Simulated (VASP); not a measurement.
# TaN in VASP: further runs

Runs on TaN. Level: PBEsol. Tasks: single point.

Program: VASP 6.6.1. These are calculated values, not measurements. Logs are shortened: lines on timing, memory, paths and dates and some standing lists are left out, and cuts for length are marked.

### Step 1. The cell of the first run

It takes space group P6/mmm (No. 191, hexagonal). The conventional cell has a = 5.139 Å, b = 5.139 Å, c = 2.879 Å, α = 90.00°, β = 90.00°, γ = 120.00°. Ta (site symmetry -6m2) has 6 N at 2.07 Å within 2.7 Å. Ta (site symmetry 6/mmm) has 6 N at 2.57 Å and 14 Ta at 2.88 to 3.30 Å within 3.4 Å. Within 2.7 Å of N (site symmetry mmm) lie 6 Ta at 2.07 to 2.57 Å and 4 N at 2.57 Å.

### Step 2. Single point, PBEsol

INCAR reads:

```
PREC = Accurate
ENCUT = 520
EDIFF = 1E-6
ISMEAR = -1
SIGMA = 0.02
LREAL = False
LASPH = True
NELM = 100
ALGO = Normal
ISIF = 2
LWAVE = False
LCHARG = True
GGA = PS
LELF = True
LVHAR = True
NBANDS = 33
```

KPOINTS reads:

```
regular mesh
0
Gamma
  8 8 11
```

POSCAR reads:

```
TaN
1.0
    5.1385620714      0.0000000000      0.0000000000
   -2.5692810357      4.4501252927      0.0000000000
    0.0000000000      0.0000000000      2.8786242542
Ta N
3 3
Direct
    0.6666666667      0.3333333333      0.5000000000
    0.3333333333      0.6666666667      0.5000000000
    0.0000000000      0.0000000000      0.0000000000
    0.0000000000      0.5000000000      0.0000000000
    0.5000000000      0.5000000000      0.0000000000
    0.5000000000      0.0000000000      0.0000000000
```

Potentials or basis: VASP PAW PBE potentials, release 64 (Ta_pv, N).

On the command line:

```sh
> cat potpaw_PBE.64/Ta_pv/POTCAR potpaw_PBE.64/N/POTCAR > POTCAR
> mpirun -np 1 vasp_std > vasp.out
```

OUTCAR:

```text
PREC = Accurate
   ENCUT = 520
   EDIFF = 1E-6
   ISMEAR = -1
   LREAL = False
   LASPH = True
   NELM = 100
   ISIF = 2
   GGA = PS

 ion  position               nearest neighbor table
   1  0.667  0.333  0.500-   6 2.07   6 2.07   4 2.07   4 2.07   5 2.07   5 2.07   2 2.97   2 2.97
                             2 2.97   3 3.30   3 3.30   3 3.30   3 3.30   3 3.30   3 3.30
   2  0.333  0.667  0.500-   6 2.07   6 2.07   4 2.07   4 2.07   5 2.07   5 2.07   1 2.97   1 2.97
                             1 2.97   3 3.30   3 3.30   3 3.30   3 3.30   3 3.30   3 3.30
   3  0.000  0.000  0.000-   4 2.57   5 2.57   4 2.57   5 2.57   6 2.57   6 2.57   2 3.30   2 3.30
                             1 3.30   1 3.30   2 3.30   1 3.30   2 3.30   1 3.30   2 3.30   1 3.30
   4  0.000  0.500  0.000-   1 2.07   2 2.07   1 2.07   2 2.07   3 2.57   3 2.57
   5  0.500  0.500  0.000-   1 2.07   2 2.07   1 2.07   2 2.07   3 2.57   3 2.57
   6  0.500  0.000  0.000-   1 2.07   2 2.07   1 2.07   2 2.07   3 2.57   3 2.57

  LATTYP: Found a hexagonal cell.
 ALAT       =     5.1385620714
 C/A-ratio  =     0.5602003468

  Lattice vectors:

 A1 = (   5.1385620714,   0.0000000000,   0.0000000000)
 A2 = (  -2.5692810357,   4.4501252927,   0.0000000000)
 A3 = (   0.0000000000,   0.0000000000,   2.8786242542)

Analysis of symmetry for initial positions (statically):
=====================================================================
 Subroutine PRICEL returns:
 Original cell was already a primitive cell.

 Routine SETGRP: Setting up the symmetry group for a
 hexagonal supercell.

 Subroutine GETGRP returns: Found 24 space group operations
 (whereof 24 operations were pure point group operations)
 out of a pool of 24 trial point group operations.

The static configuration has the point symmetry D_6h.

Analysis of symmetry for dynamics (positions and initial velocities):
=====================================================================
 Subroutine PRICEL returns:
 Original cell was already a primitive cell.

 Routine SETGRP: Setting up the symmetry group for a
 hexagonal supercell.

 Subroutine GETGRP returns: Found 24 space group operations
 (whereof 24 operations were pure point group operations)
 out of a pool of 24 trial point group operations.

The dynamic configuration has the point symmetry D_6h.

 Subroutine INISYM returns: Found 24 space group operations
 (whereof 24 operations are pure point group operations),
 and found     1 'primitive' translations

----------------------------------------------------------------------------------------

                                     Primitive cell

  volume of cell :      65.8262

  direct lattice vectors                    reciprocal lattice vectors
     5.138562071  0.000000000  0.000000000     0.194606971  0.112356387  0.000000000
    -2.569281036  4.450125293  0.000000000     0.000000000  0.224712774  0.000000000
     0.000000000  0.000000000  2.878624254     0.000000000  0.000000000  0.347388166

  length of vectors
     5.138562071  5.138562071  2.878624254     0.224712774  0.224712774  0.347388166

  position of ions in fractional coordinates (direct lattice)
     0.666666667  0.333333333  0.500000000
     0.333333333  0.666666667  0.500000000
     0.000000000  0.000000000  0.000000000
     0.000000000  0.500000000  0.000000000
     0.500000000  0.500000000  0.000000000
     0.500000000  0.000000000  0.000000000

  ion indices of the primitive-cell ions
   primitive index   ion index
                 1           1
                 2           2
                 3           3
                 4           4
                 5           5
                 6           6

----------------------------------------------------------------------------------------

 KPOINTS: regular mesh

Automatic generation of k-mesh.
 Grid dimensions read from file:
 generate k-points for:    8    8   11

 Generating k-lattice:

  Cartesian coordinates                     Fractional coordinates (reciprocal lattice)
     0.024325871  0.014044548  0.000000000     0.125000000  0.000000000  0.000000000
     0.000000000  0.028089097  0.000000000     0.000000000  0.125000000  0.000000000
     0.000000000  0.000000000  0.031580742     0.000000000  0.000000000  0.090909091

  Length of vectors
     0.028089097  0.028089097  0.031580742

  Shift w.r.t. Gamma in fractional coordinates (k-lattice)
     0.000000000  0.000000000  0.000000000

 Subroutine IBZKPT returns following result:
 ===========================================

 Found     60 irreducible k-points:

 Following reciprocal coordinates:
            Coordinates               Weight
  0.000000  0.000000  0.000000      1.000000
  0.125000  0.000000  0.000000      6.000000
  0.250000  0.000000  0.000000      6.000000
  0.375000  0.000000  0.000000      6.000000
  0.500000  0.000000  0.000000      3.000000
  0.125000  0.125000  0.000000      6.000000
[... 16 lines left out ...]
  0.250000  0.000000  0.181818     12.000000
  0.375000  0.000000  0.181818     12.000000
 [... further k-points ...]
   k-points           NKPTS =     60   k-points in BZ     NKDIM =     60   number of bands    NBANDS=     33
   number of dos      NEDOS =    301   number of ions     NIONS =      6
   total plane-waves  NPLWV =  38400
   dimension x,y,z NGX =    40 NGY =   40 NGZ =   24
   dimension x,y,z NGXF=    80 NGYF=   80 NGZF=   48
   ions per type =               3   3
   NGX,Y,Z   is equivalent  to a cutoff of  12.94, 12.94, 13.86 a.u.
   NGXF,Y,Z  is equivalent  to a cutoff of  25.88, 25.88, 27.72 a.u.
 SYSTEM =  unknown system
   PREC   = accura    normal or accurate (medium, high low for compatibility)
   ISTART =      0    job   : 0-new  1-cont  2-samecut
   ICHARG =      2    charge: 1-file 2-atom 10-const
   ISPIN  =      1    spin polarized calculation?
   LNONCOLLINEAR =      F non collinear calculations
   LSORBIT =      F    spin-orbit coupling
   LASPH  =      T    aspherical Exc in radial PAW
   ENCUT  =  520.0 eV  38.22 Ry    6.18 a.u.   9.55  9.55  5.35*2*pi/ulx,y,z
   NELM   =    100;   NELMIN=  2; NELMDL= -5     # of ELM steps
   EDIFF  = 0.1E-05   stopping-criterion for ELM
   LREAL  =      F    real-space projection
   EDIFFG = 0.1E-04   stopping-criterion for IOM
   NSW    =      0    number of steps for IOM
   IBRION =     -1    ionic relax: 0-MD 1-quasi-New 2-CG
   NFREE  =      0    steps in history (QN), initial steepest desc. (CG)
   ISIF   =      2    stress and relaxation
   ISYM   =      2    0-nonsym 1-usesym 2-fastsym
   POTIM  = 0.5000    time-step for ionic-motion
   TEBEG  =    0.0;   TEEND  =   0.0 temperature during run
   PSTRESS=    0.0 pullay stress
   NELECT =      48.0000    total number of electrons
   NUPDOWN=      -1.0000    fix difference up-down
   EMIN   =  10.00;   EMAX   =-10.00  energy-range for DOS
   EFERMI =   0.00;   METHOD = LEGACY
   ISMEAR =    -1;   SIGMA  =   0.02  broadening in eV -4-tet -1-fermi 0-gaus
   EFERMI_NEDOS =   21; number of points for ismear=-14 and -15
   IALGO  =     38    algorithm
   IMIX   =      4    mixing-type and parameters
     AMIX     =   0.40;   BMIX     =  1.00
     AMIX_MAG =   1.60;   BMIX_MAG =  1.00
  volume/ion in A,a.u.               =      10.97        74.04
  Fermi-wavevector in a.u.,A,eV,Ry     =   1.473519  2.784546 29.541748  2.171257
  Thomas-Fermi vector in A             =   2.588402
   LORBIT       =      0    0 simple, 1 ext, 2 COOP (PROOUT), +10 PAW based schemes
   GGA     = PS    functional components
   LHFCALC =     F    Hartree Fock is set to
   AEXX    =    0.0000 exact exchange contribution
   IVDW    =     0    specifies the selected vdW correction
   LEPSILON=     F    determine dielectric tensor
   LRPA    =     F    only Hartree local field effects (RPA)
 non-spin polarized calculation
  energy-cutoff  :      520.00
  volume of cell :       65.83
 maximum number of plane-waves:      1810
 NGX is ok and might be reduce to    40
   NGX = 19   NGY = 19   NGZ = 11

 number of electron      47.9999993 magnetization

 Free energy of the ion-electron system (eV)
  ---------------------------------------------------
  ext. energy  EPLUGINS =         0.00000000
  ---------------------------------------------------
  free energy    TOTEN  =       -68.59821370 eV

  energy without entropy =      -68.59669310  energy(sigma->0) =      -68.59745340

 E-fermi :   8.2981     XC(G=0): -13.3578

 val. band max:        8.2476870770   @ k =   0.1250   0.0000   0.3636
 cond. band min:       8.2996941228   @ k =   0.0000   0.0000   0.2727
 fundamental gap:      0.0520070458
 Fermi energy:         8.2980589152

 k-point     1 :       0.0000    0.0000    0.0000
  band No.  band energies     occupation
      1     -27.7591      2.00000
      2     -27.7591      2.00000
      3     -27.3441      2.00000
      4     -27.3441      2.00000
      5     -27.0859      2.00000
      6     -27.0022      2.00000
[... 25 lines left out ...]
     32      11.7718      0.00000
     33      11.7718      0.00000

 k-point     2 :       0.1250    0.0000    0.0000
  band No.  band energies     occupation
      1     -27.7743      2.00000
      2     -27.7537      2.00000
      3     -27.3247      2.00000
      4     -27.3227      2.00000
      5     -27.0805      2.00000
      6     -27.0298      2.00000
[... 25 lines left out ...]
     32      11.8360      0.00000
     33      12.0781      0.00000

 k-point     3 :       0.2500    0.0000    0.0000
  band No.  band energies     occupation
      1     -27.8065      2.00000
      2     -27.7267      2.00000
      3     -27.3041      2.00000
      4     -27.2725      2.00000
      5     -27.0835      2.00000
      6     -27.0654      2.00000
[... 25 lines left out ...]
     32      12.0224      0.00000
     33      12.1301      0.00000

 k-point     4 :       0.3750    0.0000    0.0000
  band No.  band energies     occupation
      1     -27.8345      2.00000
      2     -27.6698      2.00000
      3     -27.3559      2.00000
      4     -27.2196      2.00000
      5     -27.0944      2.00000
      6     -27.0472      2.00000
[... 25 lines left out ...]
     32      12.1269      0.00000
     33      12.2604      0.00000

 k-point     5 :       0.5000    0.0000    0.0000
  band No.  band energies     occupation
      1     -27.8452      2.00000
      2     -27.6250      2.00000
      3     -27.4115      2.00000
      4     -27.1943      2.00000
      5     -27.0859      2.00000
      6     -27.0612      2.00000
[... 604 lines left out ...]
 k-point    22 :       0.1250    0.0000    0.1818
  band No.  band energies     occupation
      1     -27.7188      2.00000
      2     -27.6991      2.00000
      3     -27.4102      2.00000
      4     -27.2736      2.00000
      5     -27.2702      2.00000
      6     -27.2282      2.00000
[... 25 lines left out ...]
     32      11.9787      0.00000
     33      12.2358      0.00000

 k-point    23 :       0.2500    0.0000    0.1818
  band No.  band energies     occupation
      1     -27.7458      2.00000
      2     -27.6714      2.00000
      3     -27.4010      2.00000
      4     -27.2640      2.00000
      5     -27.2461      2.00000
      6     -27.2273      2.00000
[... 25 lines left out ...]
     32      11.8527      0.00000
     33      12.4262      0.00000

 k-point    24 :       0.3750    0.0000    0.1818
  band No.  band energies     occupation
      1     -27.7698      2.00000
      2     -27.6197      2.00000
      3     -27.3979      2.00000
      4     -27.3001      2.00000
      5     -27.2698      2.00000
      6     -27.1809      2.00000
[... 25 lines left out ...]
     32      12.1214      0.00000
     33      12.7353      0.00000

 [... further k-points ...]
[... 5 lines left out ...]
  --------------------------------------------------------------------------------------
  -------------------------------------------------------------------------------------
  Total        4.7159197      4.7159197      6.2278446      0.0000000     -0.0000000      0.0000000
  in kB      114.7831559    114.7831559    151.5826606      0.0000000     -0.0000000      0.0000000
  external PRESSURE =     127.0496575 kB  Pullay stress =       0.0000000 kB

 VOLUME and BASIS-vectors are now :
 -----------------------------------------------------------------------------
  energy-cutoff  :      520.00
  volume of cell :       65.83
      direct lattice vectors                 reciprocal lattice vectors
     5.138562071  0.000000000  0.000000000     0.194606971  0.112356387  0.000000000
    -2.569281036  4.450125293  0.000000000     0.000000000  0.224712774  0.000000000
     0.000000000  0.000000000  2.878624254     0.000000000  0.000000000  0.347388166

 POSITION                                       TOTAL-FORCE (eV/Angst)
 -----------------------------------------------------------------------------------
      2.56928      1.48338      1.43931         0.000000     -0.000000      0.000000
     -0.00000      2.96675      1.43931        -0.000000      0.000000      0.000000
      0.00000      0.00000      0.00000         0.000000      0.000000      0.000000
     -1.28464      2.22506      0.00000         0.000000      0.000000      0.000000
      1.28464      2.22506      0.00000         0.000000      0.000000      0.000000
      2.56928      0.00000      0.00000         0.000000      0.000000      0.000000
 -----------------------------------------------------------------------------------
    total drift:                               -0.000000      0.000000     -0.000000

  FREE ENERGIE OF THE ION-ELECTRON SYSTEM (eV)
  ---------------------------------------------------
  free  energy   TOTEN  =       -68.5982136998 eV

  energy  without entropy=      -68.5966930984  energy(sigma->0) =      -68.59745340
```

Wall time 91 s (1 thread of AMD EPYC 9R45 (Zen 5), shared host); peak memory 0.22 GiB.

What came out:

| Quantity | Value |
| --- | --- |
| Free energy | -68.5982 eV |
| Pressure | 12.7 GPa |
| Band gap on the k mesh | zero (band 24 reaches 9.28 eV, above the bottom of band 25 at 7.02 eV) |

Caveat: the PAW data sets were made with another functional, which shifts forces and pressure a little; spin-orbit coupling is left out, which moves the levels of the heavy elements.

### Step 3. Single point, PBEsol

This run uses another cell than the first one, of 11.31 Å³/atom, 1.031 times its volume.

INCAR: that of step 2 with these lines changed.

```diff
@@ -11,6 +11,4 @@
 LWAVE = False
-LCHARG = True
+LCHARG = False
 GGA = PS
-LELF = True
-LVHAR = True
 NBANDS = 33
```

KPOINTS reads:

```
Automatic mesh
0
Gamma
  8 8 11
```

POSCAR: that of step 2 with these lines changed.

```diff
@@ -2,5 +2,5 @@
 1.0
-    5.1385620714      0.0000000000      0.0000000000
-   -2.5692810357      4.4501252927      0.0000000000
-    0.0000000000      0.0000000000      2.8786242542
+    5.1910000000      0.0000000000      0.0000000000
+   -2.5955000000      4.4955378710      0.0000000000
+    0.0000000000      0.0000000000      2.9080000000
 Ta N
```

Potentials or basis: VASP PAW PBE potentials, release 64 (Ta_pv, N).

On the command line:

```sh
> cat potpaw_PBE.64/Ta_pv/POTCAR potpaw_PBE.64/N/POTCAR > POTCAR
> mpirun -np 1 vasp_std > vasp.out
```

Run time: 1.8 min. Hardware: 1 thread of AMD EPYC 9R45 (Zen 5), shared host; peak memory 0.22 GiB.

The run converged. Its results:

| Item | Value |
| --- | --- |
| Free energy | -68.6912 eV |
| Pressure | 1.9 GPa |
| Band gap on the k mesh | zero (band 24 reaches 8.90 eV, above the bottom of band 25 at 6.75 eV) |

Stress tensor (GPa, compression positive):
```
2.11 0.00 0.00
0.00 2.11 0.00
0.00 0.00 1.56
```

Levels at points of the mesh, in eV from the Fermi level:
| k point | band 22 | band 23 | band 24 | band 25 | band 26 | band 27 |
| --- | --- | --- | --- | --- | --- | --- |
| (0.00, 0.00, 0.00) | -2.44 | -2.03 | -1.23 | -1.23 | 0.85 | 0.85 |
| (0.50, 0.00, 0.00) | -2.84 | -1.65 | -0.65 | 1.37 | 1.87 | 1.90 |

Caveat: the PAW data sets were made with another functional, which shifts forces and pressure a little; spin-orbit coupling is left out, which moves the levels of the heavy elements.

[end of part 1 of 2]
